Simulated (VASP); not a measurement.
# NaCl (Immm) in VASP: a series of runs, part 2 of 2

VASP 6.6.1.

### 5 Single point, PBEsol (strain +0.0625 x Voigt [0, 0, 0, 0, 1, 0])

INCAR

```
ALGO = Normal
EDIFF = 1E-7
ENCUT = 520
GGA = PS
ISIF = 2
ISMEAR = 0
LASPH = True
LCHARG = False
LREAL = False
LWAVE = False
NBANDS = 14
NELM = 60
PREC = Accurate
SIGMA = 0.05
```

KPOINTS

```
k-points
0
Gamma
  8 8 8
```

POSCAR

```
NaCl
1.0
    0.0884921875      2.8317500000      2.8317500000
    2.9202421875      0.0000000000      2.9202421875
    2.8317500000      2.8317500000      0.0884921875
Na Cl
1 1
Direct
    0.0000000000      0.0000000000      0.0000000000
    0.5000000000      0.5000000000      0.5000000000
```

Potentials or basis: VASP PAW PBE potentials, release 64 (Na_pv, Cl).

Launch:

```sh
> cat potpaw_PBE.64/Na_pv/POTCAR potpaw_PBE.64/Cl/POTCAR > POTCAR
> mpirun -np 1 vasp_std > vasp.out
```

OUTCAR:

```text
EDIFF = 1E-7
   ENCUT = 520
   GGA = PS
   ISIF = 2
   ISMEAR = 0
   LASPH = True
   LREAL = False
   NELM = 60
   PREC = Accurate

 ion  position               nearest neighbor table
   1  0.000  0.000  0.000-
   2  0.500  0.500  0.500-

  LATTYP: Found a body centered orthorhombic cell.
 ALAT       =     3.8795524035
 B/A-ratio  =     1.0645161290
 C/A-ratio  =     1.4598333547

  Lattice vectors:

 A1 = (   0.0884921875,  -2.8317500000,   2.8317500000)
 A2 = (  -0.0884921875,  -2.8317500000,  -2.8317500000)
 A3 = (   2.8317500000,   2.8317500000,   0.0884921875)

Analysis of symmetry for initial positions (statically):
=====================================================================
 Subroutine PRICEL returns:
 Original cell was already a primitive cell.

 Routine SETGRP: Setting up the symmetry group for a
 body centered orthorhombic supercell.

 Subroutine GETGRP returns: Found  8 space group operations
 (whereof  8 operations were pure point group operations)
 out of a pool of  8 trial point group operations.

The static configuration has the point symmetry D_2h.

Analysis of symmetry for dynamics (positions and initial velocities):
=====================================================================
 Subroutine PRICEL returns:
 Original cell was already a primitive cell.

 Routine SETGRP: Setting up the symmetry group for a
 body centered orthorhombic supercell.

 Subroutine GETGRP returns: Found  8 space group operations
 (whereof  8 operations were pure point group operations)
 out of a pool of  8 trial point group operations.

The dynamic configuration has the point symmetry D_2h.

 Subroutine INISYM returns: Found  8 space group operations
 (whereof  8 operations are pure point group operations),
 and found     1 'primitive' translations

----------------------------------------------------------------------------------------

                                     Primitive cell

  volume of cell :      45.3702

  direct lattice vectors                    reciprocal lattice vectors
     0.088492187  2.831750000  2.831750000    -0.182265042  0.176569259  0.182265042
     2.920242187  0.000000000  2.920242187     0.171218676 -0.176569259  0.171218676
     2.831750000  2.831750000  0.088492187     0.182265042  0.176569259 -0.182265042

  length of vectors
     4.005676846  4.129846107  4.005676846     0.312438465  0.299680452  0.312438465

  position of ions in fractional coordinates (direct lattice)
     0.000000000  0.000000000  0.000000000
     0.500000000  0.500000000  0.500000000

  ion indices of the primitive-cell ions
   primitive index   ion index
                 1           1
                 2           2

----------------------------------------------------------------------------------------

 KPOINTS: k-points

Automatic generation of k-mesh.
 Grid dimensions read from file:
 generate k-points for:    8    8    8

 Generating k-lattice:

  Cartesian coordinates                     Fractional coordinates (reciprocal lattice)
    -0.022783130  0.022071157  0.022783130     0.125000000  0.000000000  0.000000000
     0.021402334 -0.022071157  0.021402334    -0.000000000  0.125000000 -0.000000000
     0.022783130  0.022071157 -0.022783130     0.000000000  0.000000000  0.125000000

  Length of vectors
     0.039054808  0.037460056  0.039054808

  Shift w.r.t. Gamma in fractional coordinates (k-lattice)
     0.000000000  0.000000000  0.000000000

 Subroutine IBZKPT returns following result:
 ===========================================

 Found     95 irreducible k-points:

 Following reciprocal coordinates:
            Coordinates               Weight
  0.000000  0.000000  0.000000      1.000000
  0.125000  0.000000  0.000000      4.000000
  0.250000  0.000000  0.000000      4.000000
  0.375000  0.000000  0.000000      4.000000
  0.500000  0.000000  0.000000      2.000000
 -0.000000  0.125000 -0.000000      4.000000
[... 16 lines left out ...]
  0.125000  0.375000 -0.000000      8.000000
  0.250000  0.375000 -0.000000      8.000000
 [... further k-points ...]
   k-points           NKPTS =     95   k-points in BZ     NKDIM =     95   number of bands    NBANDS=     14
   number of dos      NEDOS =    301   number of ions     NIONS =      2
   total plane-waves  NPLWV =  28800
   dimension x,y,z NGX =    30 NGY =   32 NGZ =   30
   dimension x,y,z NGXF=    60 NGYF=   64 NGZF=   60
   ions per type =               1   1
   NGX,Y,Z   is equivalent  to a cutoff of  12.45, 12.88, 12.45 a.u.
   NGXF,Y,Z  is equivalent  to a cutoff of  24.90, 25.76, 24.90 a.u.
 SYSTEM =  unknown system
   PREC   = accura    normal or accurate (medium, high low for compatibility)
   ISTART =      0    job   : 0-new  1-cont  2-samecut
   ICHARG =      2    charge: 1-file 2-atom 10-const
   ISPIN  =      1    spin polarized calculation?
   LNONCOLLINEAR =      F non collinear calculations
   LSORBIT =      F    spin-orbit coupling
   LASPH  =      T    aspherical Exc in radial PAW
   ENCUT  =  520.0 eV  38.22 Ry    6.18 a.u.   7.45  7.68  7.45*2*pi/ulx,y,z
   NELM   =     60;   NELMIN=  2; NELMDL= -5     # of ELM steps
   EDIFF  = 0.1E-06   stopping-criterion for ELM
   LREAL  =      F    real-space projection
   EDIFFG = 0.1E-05   stopping-criterion for IOM
   NSW    =      0    number of steps for IOM
   IBRION =     -1    ionic relax: 0-MD 1-quasi-New 2-CG
   NFREE  =      0    steps in history (QN), initial steepest desc. (CG)
   ISIF   =      2    stress and relaxation
   ISYM   =      2    0-nonsym 1-usesym 2-fastsym
   POTIM  = 0.5000    time-step for ionic-motion
   TEBEG  =    0.0;   TEEND  =   0.0 temperature during run
   PSTRESS=    0.0 pullay stress
   NELECT =      14.0000    total number of electrons
   NUPDOWN=      -1.0000    fix difference up-down
   EMIN   =  10.00;   EMAX   =-10.00  energy-range for DOS
   EFERMI =   0.00;   METHOD = LEGACY
   ISMEAR =     0;   SIGMA  =   0.05  broadening in eV -4-tet -1-fermi 0-gaus
   EFERMI_NEDOS =   21; number of points for ismear=-14 and -15
   IALGO  =     38    algorithm
   IMIX   =      4    mixing-type and parameters
     AMIX     =   0.40;   BMIX     =  1.00
     AMIX_MAG =   1.60;   BMIX_MAG =  1.00
  volume/ion in A,a.u.               =      22.69       153.09
  Fermi-wavevector in a.u.,A,eV,Ry     =   1.106269  2.090545 16.651230  1.223831
  Thomas-Fermi vector in A             =   2.242767
   LORBIT       =      0    0 simple, 1 ext, 2 COOP (PROOUT), +10 PAW based schemes
   GGA     = PS    functional components
   LHFCALC =     F    Hartree Fock is set to
   AEXX    =    0.0000 exact exchange contribution
   IVDW    =     0    specifies the selected vdW correction
   LEPSILON=     F    determine dielectric tensor
   LRPA    =     F    only Hartree local field effects (RPA)
 non-spin polarized calculation
 Gauss-broadening in eV      SIGMA  =   0.05
  energy-cutoff  :      520.00
  volume of cell :       45.37
 maximum number of plane-waves:      1244
 NGX is ok and might be reduce to    30
   NGX = 15   NGY = 15   NGZ = 15

 number of electron      14.0000002 magnetization

 Free energy of the ion-electron system (eV)
  ---------------------------------------------------
  ext. energy  EPLUGINS =         0.00000000
  ---------------------------------------------------
  free energy    TOTEN  =        -6.98877256 eV

  energy without entropy =       -6.98877256  energy(sigma->0) =       -6.98877256

 E-fermi :  -0.4123     XC(G=0):  -8.2830

 val. band max:       -0.7223245817   @ k =   0.0000   0.0000   0.0000
 cond. band min:       4.0293662294   @ k =   0.0000   0.0000   0.0000
 fundamental gap:      4.7516908112
 Fermi energy:        -0.4123051214

 k-point     1 :       0.0000    0.0000    0.0000
  band No.  band energies     occupation
      1     -21.5354      2.00000
      2     -21.5306      2.00000
      3     -21.5264      2.00000
      4     -13.4630      2.00000
      5      -0.9520      2.00000
      6      -0.8514      2.00000
      7      -0.7223      2.00000
      8       4.0294      0.00000
      9       9.7171      0.00000
     10      10.1592      0.00000
     11      10.5928      0.00000
     12      12.3460      0.00000
     13      12.3863      0.00000
     14      13.6765      0.00000
[... 375 lines left out ...]
 k-point    24 :       0.2500    0.3750   -0.0000
  band No.  band energies     occupation
      1     -21.5478      2.00000
      2     -21.5385      2.00000
      3     -21.5338      2.00000
      4     -13.1814      2.00000
      5      -2.2256      2.00000
      6      -1.3423      2.00000
      7      -1.2426      2.00000
      8       6.6932      0.00000
      9       7.8725      0.00000
     10       9.4322      0.00000
     11      11.6674      0.00000
     12      12.2945      0.00000
     13      13.9807      0.00000
     14      16.6343      0.00000

 [... further k-points ...]
[... 5 lines left out ...]
  --------------------------------------------------------------------------------------
  -------------------------------------------------------------------------------------
  Total       -0.2088411     -0.2300224     -0.2088411      0.0000000      0.0000000     -0.2119958
  in kB       -7.3748998     -8.1228857     -7.3748998      0.0000000      0.0000000     -7.4863043
  external PRESSURE =      -7.6242284 kB  Pullay stress =       0.0000000 kB

 VOLUME and BASIS-vectors are now :
 -----------------------------------------------------------------------------
  energy-cutoff  :      520.00
  volume of cell :       45.37
      direct lattice vectors                 reciprocal lattice vectors
     0.088492187  2.831750000  2.831750000    -0.182265042  0.176569259  0.182265042
     2.920242187  0.000000000  2.920242187     0.171218676 -0.176569259  0.171218676
     2.831750000  2.831750000  0.088492187     0.182265042  0.176569259 -0.182265042

 POSITION                                       TOTAL-FORCE (eV/Angst)
 -----------------------------------------------------------------------------------
      0.00000      0.00000      0.00000         0.000000      0.000000      0.000000
      2.92024      2.83175      2.92024        -0.000000      0.000000     -0.000000
 -----------------------------------------------------------------------------------
    total drift:                                0.000000      0.000000      0.000000

  FREE ENERGIE OF THE ION-ELECTRON SYSTEM (eV)
  ---------------------------------------------------
  free  energy   TOTEN  =        -6.9887725584 eV

  energy  without entropy=       -6.9887725584  energy(sigma->0) =       -6.98877256
```

OSZICAR:

```text
N       E                     dE             d eps       ncg     rms          rms(c)
DAV:   1     0.993284468887E+02    0.99328E+02   -0.70352E+03  2678   0.100E+03
DAV:   2     0.115528849873E+01   -0.98173E+02   -0.90016E+02  2952   0.269E+02
DAV:   3    -0.701758230876E+01   -0.81729E+01   -0.81221E+01  3440   0.716E+01
DAV:   4    -0.715382495303E+01   -0.13624E+00   -0.13619E+00  3170   0.100E+01
DAV:   5    -0.715682484821E+01   -0.29999E-02   -0.29998E-02  3452   0.150E+00    0.191E+00
DAV:   6    -0.699602528152E+01    0.16080E+00   -0.26238E-01  3392   0.349E+00    0.136E+00
DAV:   7    -0.698516667954E+01    0.10859E-01   -0.62732E-02  3578   0.162E+00    0.925E-01
DAV:   8    -0.698884912653E+01   -0.36824E-02   -0.80791E-03  3032   0.807E-01    0.286E-01
DAV:   9    -0.698874174251E+01    0.10738E-03   -0.20464E-04  3410   0.108E-01    0.184E-01
DAV:  10    -0.698878260288E+01   -0.40860E-04   -0.31605E-04  3158   0.108E-01    0.582E-02
DAV:  11    -0.698877328097E+01    0.93219E-05   -0.19411E-05  3494   0.323E-02    0.201E-02
DAV:  12    -0.698877239075E+01    0.89022E-06   -0.36517E-06  3122   0.118E-02    0.226E-03
DAV:  13    -0.698877260388E+01   -0.21312E-06   -0.11313E-07  3434   0.227E-03    0.641E-04
DAV:  14    -0.698877255836E+01    0.45520E-07   -0.22034E-09  1954   0.386E-04
   1 F= -.69887726E+01 E0= -.69887726E+01  d E =-.110869E-20
```

stdout:

```text
POSCAR found type information on POSCAR NaCl
 POSCAR found :  2 types and       2 ions
 scaLAPACK will be used
 -----------------------------------------------------------------------------
|                                                                             |
|                                                                             |
|     You enforced a specific xc type in the INCAR file but a different       |
|     I HOPE YOU KNOW WHAT YOU ARE DOING!                                     |
|                                                                             |
 -----------------------------------------------------------------------------

 LDA part: xc-table for (Slater+PW92), standard interpolation
 POSCAR, INCAR and KPOINTS ok, starting setup
 FFT: planning ... GRIDC
 FFT: planning ... GRID_SOFT
 FFT: planning ... GRID
 WAVECAR not read
 entering main loop
```

Wall time 38 s (1 thread of Intel Xeon Platinum 8559C (Emerald Rapids), shared host); peak memory 0.2 GiB.

Results:

```yaml
Free_energy: -6.9888 eV
Pressure: -0.8 GPa
Band_gap_on_the_k_mesh: 4.75 eV, direct
```

Levels at points of the mesh, in eV from the valence-band top:
```tsv
k point	band 5	band 6	band 7	band 8	band 9	band 10
(0.00, 0.00, 0.00)	-0.23	-0.13	0.00	4.75	10.44	10.88
(0.50, 0.00, 0.00)	-2.03	-0.49	-0.40	6.86	10.36	10.49
(0.00, 0.50, 0.00)	-2.09	-0.38	-0.25	7.00	10.05	10.70
(0.50, 0.50, 0.00)	-1.80	-0.72	-0.72	7.28	7.78	10.88
(0.50, 0.00, 0.50)	-1.80	-0.88	-0.54	7.15	7.92	10.92
```

Caveat: the cell differs from its parent crystal (strain +0.0625 x Voigt [0, 0, 0, 0, 1, 0]); the PAW data sets were made with another functional, which shifts forces and pressure a little. A k mesh can miss the band edges.

### 6 Summary

| cell | gap on the mesh (eV) | pressure (GPa) |
| --- | --- | --- |
| a = 4.007, b = 3.804 Å, angles 61.7, 63.3, 61.7°, 2 atoms | 4.65 | -0.7 |
| a = 4.006, b = 4.155 Å, angles 58.8, 57.5, 58.8°, 2 atoms | 4.72 | -0.8 |
| a = 4.007, b = 4.180 Å, angles 58.6, 57.1, 58.6°, 2 atoms | 4.68 | -0.8 |
| a = 4.006, b = 4.130 Å, angles 59.0, 57.9, 59.0°, 2 atoms | 4.75 | -0.8 |

Alike in all rows: task single point; level PBEsol; potentials or basis VASP PAW PBE potentials, release 64 (Na_pv, Cl); no spin polarisation; k mesh 8 × 8 × 8; cutoff (eV) 520; smearing gaussian 0.05 eV.

Caveats: the PAW data sets were made with another functional, which shifts forces and pressure a little.

Total energies depend on the potentials used, so only differences within one code and one set of settings carry meaning.
